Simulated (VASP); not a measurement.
LuC:

```
CELL_PARAMETERS angstrom
3.47266 0.00000 0.00000
-1.73633 3.00741 0.00000
0.00000 0.00000 2.95000
ATOMIC_POSITIONS crystal
Lu 0.00000 0.00000 0.00000
C 0.66667 0.33333 0.50000
```

Base run:

| Property | Result |
| --- | --- |
| Program | VASP 6.6.1 |
| Functional | PBEsol |
| Potentials or basis | VASP PAW PBE potentials, release 64 (Lu, C) |
| Cutoff | 520 eV |
| k mesh | 12 × 12 × 10 |
| Occupations | gaussian, width 0.05 eV |
| Spin | no spin polarisation |

Its results: pressure -4.2 GPa.

Task: The run is repeated on the same cell with these changes: functional from PBEsol to LDA; further incar settings from ALGO = Normal; EDIFF = 1e-06; NBANDS = 22 to ALGO = Normal; EDIFF = 1e-07; NBANDS = 22. What comes out?

Result: Pressure -7.8 GPa.

Caveats: the PAW data sets were made with another functional, which shifts forces and pressure a little.
